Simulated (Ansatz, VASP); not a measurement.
One calculation of Sc, two programs

```
Sc
1.0
    -1.91721    1.91721    1.71760
     1.91721   -1.91721    1.71760
     1.91721    1.91721   -1.71760
Sc
1
Direct
  0.00000 0.00000 0.00000
```

Alike in both runs: task relaxation of cell and atoms; functional LDA; k mesh 10 × 10 × 10; occupations gaussian, width 0.05 eV; no spin polarisation; Hubbard terms Sc d U = 2.0 eV.

|  | VASP | Ansatz |
| --- | --- | --- |
| version | VASP 6.6.1 | Ansatz 0.2.0 |
| potentials or method | VASP PAW LDA potentials, release 64 (Sc_sv), cutoff 600 eV | all-electron LAPW, scalar-relativistic |

```tsv
	VASP	Ansatz	Ansatz less VASP
gap on the k mesh at the Fermi level, each at its own relaxed structure (eV)	none	none	-
relaxed volume (Å³/atom)	24.30	24.17	-0.135
relaxed cell length with the largest relative difference (Å)	3.161	3.158	-0.0022
```

LDA's correlation is that of Perdew and Zunger in VASP and of Perdew and Wang (1992) in Ansatz. The programs project onto different local orbitals, so the same U acts differently, and such runs can settle in different states. A gap of «none» marks a metal or a gap that the smearing closes. Ansatz ran all-electron here, and VASP with PAW potentials.

Noted on Ansatz's run: U is the effective U less J, on atomic orbitals that reach past the spheres.
